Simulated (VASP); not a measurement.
# NbH2 (Fm-3m) in VASP: a series of runs

NbH2 is run at these levels: LDA; tasks: single point, relaxation of volume and atoms at fixed shape.

Everything below comes from runs of VASP 6.6.1. Logs are shortened: lines on timing, memory, paths and dates and some standing lists are left out, and cuts for length are marked.

## (1) The cell of the first run

The structure is cubic, space group Fm-3m (No. 225). Conventional cell: a = 4.497 Å, b = 4.497 Å, c = 4.497 Å, α = 90.00°, β = 90.00°, γ = 90.00°. Nb (site symmetry m-3m) has 8 H at 1.95 Å within 2.6 Å. H (site symmetry -43m) has 4 Nb at 1.95 Å and 6 H at 2.25 Å within 2.6 Å.

## (2) Single point, LDA

The input, INCAR:

```
  ALGO = Normal
  EDIFF = 1E-7
  ENCUT = 520
  GGA = CA
  ISIF = 2
  ISMEAR = 1
  LASPH = T
  LCHARG = F
  LREAL = F
  LWAVE = F
  NBANDS = 14
  NELM = 100
  PREC = Accurate
  SIGMA = 0.1
```

The input, KPOINTS:

```
k-points
0
Gamma
  8 8 8
```

The input, POSCAR:

```
NbH2
1.0
    3.1799113337      0.0000000000      0.0000000000
    1.5899556668      2.7538839967      0.0000000000
    1.5899556668      0.9179613322      2.5963867316
Nb H
1 2
Direct
    0.0000000000      0.0000000000      0.0000000000
    0.2500000000      0.2500000000      0.2500000000
    0.7500000000      0.7500000000      0.7500000000
```

Potentials or basis: VASP PAW LDA potentials, release 64 (Nb_sv, H).

Command:

```bash
$ cat potpaw_LDA.64/Nb_sv/POTCAR potpaw_LDA.64/H/POTCAR > POTCAR
$ mpirun -np 1 vasp_std > vasp.out
```

OUTCAR:

```text
EDIFF = 1E-7
   ENCUT = 520
   GGA = CA
   ISIF = 2
   ISMEAR = 1
   LASPH = T
   LREAL = F
   NELM = 100
   PREC = Accurate

 ion  position               nearest neighbor table
   1  0.000  0.000  0.000-   2 1.95   3 1.95   3 1.95   2 1.95   2 1.95   3 1.95   3 1.95   2 1.95

   2  0.250  0.250  0.250-   1 1.95   1 1.95   1 1.95   1 1.95
   3  0.750  0.750  0.750-   1 1.95   1 1.95   1 1.95   1 1.95

  LATTYP: Found a face centered cubic cell.
 ALAT       =     4.4970737351

  Lattice vectors:

 A1 = (   3.1799113337,   0.0000000000,   0.0000000000)
 A2 = (   1.5899556668,   2.7538839967,   0.0000000000)
 A3 = (   1.5899556668,   0.9179613322,   2.5963867316)

Analysis of symmetry for initial positions (statically):
=====================================================================
 Subroutine PRICEL returns:
 Original cell was already a primitive cell.

 Routine SETGRP: Setting up the symmetry group for a
 face centered cubic supercell.

 Subroutine GETGRP returns: Found 48 space group operations
 (whereof 48 operations were pure point group operations)
 out of a pool of 48 trial point group operations.

The static configuration has the point symmetry O_h .

Analysis of symmetry for dynamics (positions and initial velocities):
=====================================================================
 Subroutine PRICEL returns:
 Original cell was already a primitive cell.

 Routine SETGRP: Setting up the symmetry group for a
 face centered cubic supercell.

 Subroutine GETGRP returns: Found 48 space group operations
 (whereof 48 operations were pure point group operations)
 out of a pool of 48 trial point group operations.

The dynamic configuration has the point symmetry O_h .

 Subroutine INISYM returns: Found 48 space group operations
 (whereof 48 operations are pure point group operations),
 and found     1 'primitive' translations

----------------------------------------------------------------------------------------

                                     Primitive cell

  volume of cell :      22.7368

  direct lattice vectors                    reciprocal lattice vectors
     3.179911334  0.000000000  0.000000000     0.314474177 -0.181561751 -0.128383545
     1.589955667  2.753883997  0.000000000     0.000000000  0.363123502 -0.128383545
     1.589955667  0.917961332  2.596386732     0.000000000  0.000000000  0.385150636

  length of vectors
     3.179911334  3.179911334  3.179911334     0.385150636  0.385150636  0.385150636

  position of ions in fractional coordinates (direct lattice)
     0.000000000  0.000000000  0.000000000
     0.250000000  0.250000000  0.250000000
     0.750000000  0.750000000  0.750000000

  ion indices of the primitive-cell ions
   primitive index   ion index
                 1           1
                 2           2
                 3           3

----------------------------------------------------------------------------------------

 KPOINTS: k-points

Automatic generation of k-mesh.
 Grid dimensions read from file:
 generate k-points for:    8    8    8

 Generating k-lattice:

  Cartesian coordinates                     Fractional coordinates (reciprocal lattice)
     0.039309272 -0.022695219 -0.016047943     0.125000000 -0.000000000 -0.000000000
     0.000000000  0.045390438 -0.016047943     0.000000000  0.125000000 -0.000000000
     0.000000000  0.000000000  0.048143829     0.000000000  0.000000000  0.125000000

  Length of vectors
     0.048143829  0.048143829  0.048143829

  Shift w.r.t. Gamma in fractional coordinates (k-lattice)
     0.000000000  0.000000000  0.000000000

 Subroutine IBZKPT returns following result:
 ===========================================

 Found     29 irreducible k-points:

 Following reciprocal coordinates:
            Coordinates               Weight
  0.000000  0.000000  0.000000      1.000000
  0.125000  0.000000  0.000000      8.000000
  0.250000  0.000000  0.000000      8.000000
  0.375000  0.000000 -0.000000      8.000000
  0.500000  0.000000  0.000000      4.000000
  0.125000  0.125000 -0.000000      6.000000
[... 16 lines left out ...]
  0.500000  0.250000  0.125000     48.000000
 -0.375000  0.250000  0.125000     24.000000
 [... further k-points ...]
   k-points           NKPTS =     29   k-points in BZ     NKDIM =     29   number of bands    NBANDS=     14
   number of dos      NEDOS =    301   number of ions     NIONS =      3
   total plane-waves  NPLWV =  13824
   dimension x,y,z NGX =    24 NGY =   24 NGZ =   24
   dimension x,y,z NGXF=    48 NGYF=   48 NGZF=   48
   ions per type =               1   2
   NGX,Y,Z   is equivalent  to a cutoff of  12.55, 12.55, 12.55 a.u.
   NGXF,Y,Z  is equivalent  to a cutoff of  25.09, 25.09, 25.09 a.u.
 SYSTEM =  unknown system
   PREC   = accura    normal or accurate (medium, high low for compatibility)
   ISTART =      0    job   : 0-new  1-cont  2-samecut
   ICHARG =      2    charge: 1-file 2-atom 10-const
   ISPIN  =      1    spin polarized calculation?
   LNONCOLLINEAR =      F non collinear calculations
   LSORBIT =      F    spin-orbit coupling
   LASPH  =      T    aspherical Exc in radial PAW
   ENCUT  =  520.0 eV  38.22 Ry    6.18 a.u.   5.91  5.91  5.91*2*pi/ulx,y,z
   NELM   =    100;   NELMIN=  2; NELMDL= -5     # of ELM steps
   EDIFF  = 0.1E-06   stopping-criterion for ELM
   LREAL  =      F    real-space projection
   EDIFFG = 0.1E-05   stopping-criterion for IOM
   NSW    =      0    number of steps for IOM
   IBRION =     -1    ionic relax: 0-MD 1-quasi-New 2-CG
   NFREE  =      0    steps in history (QN), initial steepest desc. (CG)
   ISIF   =      2    stress and relaxation
   ISYM   =      2    0-nonsym 1-usesym 2-fastsym
   POTIM  = 0.5000    time-step for ionic-motion
   TEBEG  =    0.0;   TEEND  =   0.0 temperature during run
   PSTRESS=    0.0 pullay stress
   NELECT =      15.0000    total number of electrons
   NUPDOWN=      -1.0000    fix difference up-down
   EMIN   =  10.00;   EMAX   =-10.00  energy-range for DOS
   EFERMI =   0.00;   METHOD = LEGACY
   ISMEAR =     1;   SIGMA  =   0.10  broadening in eV -4-tet -1-fermi 0-gaus
   EFERMI_NEDOS =   21; number of points for ismear=-14 and -15
   IALGO  =     38    algorithm
   IMIX   =      4    mixing-type and parameters
     AMIX     =   0.40;   BMIX     =  1.00
     AMIX_MAG =   1.60;   BMIX_MAG =  1.00
  volume/ion in A,a.u.               =       7.58        51.15
  Fermi-wavevector in a.u.,A,eV,Ry     =   1.425154  2.693151 27.634316  2.031065
  Thomas-Fermi vector in A             =   2.545569
   LORBIT       =      0    0 simple, 1 ext, 2 COOP (PROOUT), +10 PAW based schemes
   GGA     = CA    functional components
   LHFCALC =     F    Hartree Fock is set to
   AEXX    =    0.0000 exact exchange contribution
   IVDW    =     0    specifies the selected vdW correction
   LEPSILON=     F    determine dielectric tensor
   LRPA    =     F    only Hartree local field effects (RPA)
 non-spin polarized calculation
 Methfessel and Paxton  Order N= 1 SIGMA  =   0.10
  energy-cutoff  :      520.00
  volume of cell :       22.74
 maximum number of plane-waves:       620
   NGX = 11   NGY = 11   NGZ = 11

 number of electron      14.9999998 magnetization

 Free energy of the ion-electron system (eV)
  ---------------------------------------------------
  ext. energy  EPLUGINS =         0.00000000
  ---------------------------------------------------
  free energy    TOTEN  =       -19.26525577 eV

  energy without entropy =      -19.26475845  energy(sigma->0) =      -19.26509000

 E-fermi :  10.3748     XC(G=0): -12.4552

 val. band max:       10.3730629974   @ k =   0.2500   0.2500  -0.0000
 cond. band min:      10.4175397984   @ k =  -0.3750   0.2500   0.0000
 fundamental gap:      0.0444768010
 Fermi energy:        10.3748365740

 k-point     1 :       0.0000    0.0000    0.0000
  band No.  band energies     occupation
      1     -44.7191      2.00000
      2     -20.6156      2.00000
      3     -20.6156      2.00000
      4     -20.6156      2.00000
      5      -0.5267      2.00000
      6       8.8805      2.00000
      7       8.8805      2.00000
      8       8.8805      2.00000
      9       9.2635      2.00000
     10      11.6561     -0.00000
     11      11.6561     -0.00000
     12      23.0189      0.00000
     13      23.8665      0.00000
     14      23.8665      0.00000

 k-point     2 :       0.1250    0.0000    0.0000
  band No.  band energies     occupation
      1     -44.7037      2.00000
      2     -20.7404      2.00000
      3     -20.6306      2.00000
      4     -20.6306      2.00000
      5      -0.0880      2.00000
      6       6.6924      2.00000
      7       9.0907      2.00000
      8       9.0907      2.00000
      9      11.4941     -0.00000
     10      11.4941     -0.00000
     11      11.9958     -0.00000
     12      20.5843      0.00000
     13      24.7423      0.00000
     14      24.7423      0.00000

 k-point     3 :       0.2500    0.0000    0.0000
  band No.  band energies     occupation
      1     -44.6664      2.00000
      2     -21.0321      2.00000
      3     -20.6664      2.00000
      4     -20.6664      2.00000
      5       0.9468      2.00000
      6       5.2131      2.00000
      7       9.3361      2.00000
      8       9.3361      2.00000
      9      11.5921     -0.00000
     10      11.5921     -0.00000
     11      14.7169      0.00000
     12      18.9415      0.00000
     13      23.6320      0.00000
     14      26.9540      0.00000
[... 324 lines left out ...]
 k-point    23 :       0.5000    0.2500    0.1250
  band No.  band energies     occupation
      1     -44.6081      2.00000
      2     -21.2520      2.00000
      3     -20.9047      2.00000
      4     -20.7563      2.00000
      5       2.7002      2.00000
      6       4.1372      2.00000
      7       8.0521      2.00000
      8      10.2523      2.07092
      9      11.8141     -0.00000
     10      13.8195      0.00000
     11      17.2512      0.00000
     12      18.8221      0.00000
     13      19.5155      0.00000
     14      22.7995      0.00000

 k-point    24 :      -0.3750    0.2500    0.1250
  band No.  band energies     occupation
      1     -44.5955      2.00000
      2     -21.3128      2.00000
      3     -20.9371      2.00000
      4     -20.7788      2.00000
      5       2.7105      2.00000
      6       4.5684      2.00000
      7       7.8394      2.00000
      8      10.0747      2.00019
      9      12.6759      0.00000
     10      14.1854      0.00000
     11      16.1330      0.00000
     12      18.7135      0.00000
     13      19.4147      0.00000
     14      22.7318      0.00000

 [... further k-points ...]
[... 5 lines left out ...]
  --------------------------------------------------------------------------------------
  -------------------------------------------------------------------------------------
  Total       -0.0333990     -0.0333990     -0.0333990      0.0000000      0.0000000      0.0000000
  in kB       -2.3534976     -2.3534976     -2.3534976      0.0000000      0.0000000      0.0000000
  external PRESSURE =      -2.3534976 kB  Pullay stress =       0.0000000 kB

 VOLUME and BASIS-vectors are now :
 -----------------------------------------------------------------------------
  energy-cutoff  :      520.00
  volume of cell :       22.74
      direct lattice vectors                 reciprocal lattice vectors
     3.179911334  0.000000000  0.000000000     0.314474177 -0.181561751 -0.128383545
     1.589955667  2.753883997  0.000000000     0.000000000  0.363123502 -0.128383545
     1.589955667  0.917961332  2.596386732     0.000000000  0.000000000  0.385150636

 POSITION                                       TOTAL-FORCE (eV/Angst)
 -----------------------------------------------------------------------------------
      0.00000      0.00000      0.00000         0.000000      0.000000     -0.000000
      1.58996      0.91796      0.64910         0.000000      0.000000     -0.000000
      4.76987      2.75388      1.94729        -0.000000     -0.000000      0.000000
 -----------------------------------------------------------------------------------
    total drift:                                0.000000     -0.000000     -0.000000

  FREE ENERGIE OF THE ION-ELECTRON SYSTEM (eV)
  ---------------------------------------------------
  free  energy   TOTEN  =       -19.2652557692 eV

  energy  without entropy=      -19.2647584506  energy(sigma->0) =      -19.26509000
```

It took 6.7 s on 1 thread of Intel Xeon 6975P-C, shared host; peak memory 0.13 GiB.

Results:

| Property | Result |
| --- | --- |
| Free energy | -19.2653 eV |
| Pressure | -0.2 GPa |

Levels at points of the mesh, in eV from the Fermi level:
```
           k point  band 4  band 5  band 6  band 7  band 8  band 9  band 10  band 11  band 12  band 13
(0.00, 0.00, 0.00)  -30.99  -10.90   -1.49   -1.49   -1.49   -1.11     1.28     1.28    12.64    13.49
(0.50, 0.00, 0.00)  -31.09   -8.63   -4.89   -1.34   -1.34    2.75     2.75     5.15     6.46    12.58
(0.50, 0.50, 0.00)  -31.26   -7.80   -4.94   -4.60    2.93    3.00     3.00     7.31     7.31     8.83
```

## (3) Relaxation of volume and atoms at fixed shape, LDA

This run uses another cell than the first one, of 7.92 Å³/atom, 1.045 times its volume.

The input, INCAR:

```
SYSTEM = NbH2
PREC = Accurate ; ENCUT = 600
EDIFF = 1E-7 ; ISMEAR = 1
SIGMA = 0.1 ; LREAL = .FALSE.
LASPH = .TRUE. ; NELM = 80
ALGO = Normal ; ISIF = 8
LWAVE = .FALSE. ; LCHARG = .FALSE.
IBRION = 2 ; NSW = 80
EDIFFG = -0.02
```

The input, KPOINTS:

```
regular mesh
0
G
  8 8 8
  0 0 0
```

The input, POSCAR:

```
NbH2
1.0
    3.2265280000      0.0000000000      0.0000000000
    1.6132640000      2.7942552140      0.0000000000
    1.6132640000      0.9314184047      2.6344490803
Nb H
1 2
Direct
    0.0000000000      0.0000000000      0.0000000000
    0.2500000000      0.2500000000      0.2500000000
    0.7500000000      0.7500000000      0.7500000000
```

Potentials or basis: VASP PAW LDA potentials, release 64 (Nb_sv, H).

Command:

```bash
$ cat potpaw_LDA.64/Nb_sv/POTCAR potpaw_LDA.64/H/POTCAR > POTCAR
$ mpirun -np 1 vasp_std > vasp.out
```

It took 27 s on 1 thread of Intel Xeon 6975P-C, shared host; peak memory 0.15 GiB.

Results (log left out):

```yaml
Free_energy: -19.2672 eV
Relaxed_volume: 7.57 Å³/atom
Relaxed_cell: a = 3.179 Å, b = 3.179 Å, c = 3.179 Å, α = 60.00°, β = 60.00°, γ = 60.00°
Space_group_after_relaxing_to_0.05_Å: Fm-3m (No. 225)
Energy_gained_by_relaxing: 9.0 meV/atom
Ionic_steps: 3
Pressure_after_relaxing: 0.0 GPa
```

The path:
```csv
step,energy change (eV),largest force (eV/Å),pressure (GPa),volume (Å³)
1,0.0000,0.0000,-8.09,23.75
2,-0.0240,0.0000,2.91,22.40
3,-0.0269,0.0000,0.00,22.72
```

Final structure:
```cif
data_structure
_symmetry_space_group_name_H-M 'P 1'
_symmetry_Int_Tables_number 1
_cell_length_a 3.1793
_cell_length_b 3.1793
_cell_length_c 3.1793
_cell_angle_alpha 60.000
_cell_angle_beta 60.000
_cell_angle_gamma 60.000
_cell_volume 22.72
loop_
_atom_site_label
_atom_site_type_symbol
_atom_site_fract_x
_atom_site_fract_y
_atom_site_fract_z
_atom_site_occupancy
Nb1 Nb 0.00000 0.00000 0.00000 1
H1 H 0.25000 0.25000 0.25000 1
H2 H 0.75000 0.75000 0.75000 1
```

Levels at points of the mesh, in eV from the Fermi level:
```csv
k point,band 6,band 7,band 8,band 9,band 10,band 11
"(0.00, 0.00, 0.00)",-1.50,-1.50,-1.50,-1.11,1.28,1.28
"(0.50, 0.00, 0.00)",-4.89,-1.34,-1.34,2.75,2.75,5.15
"(0.50, 0.50, 0.00)",-4.94,-4.60,2.94,3.00,3.00,7.31
```
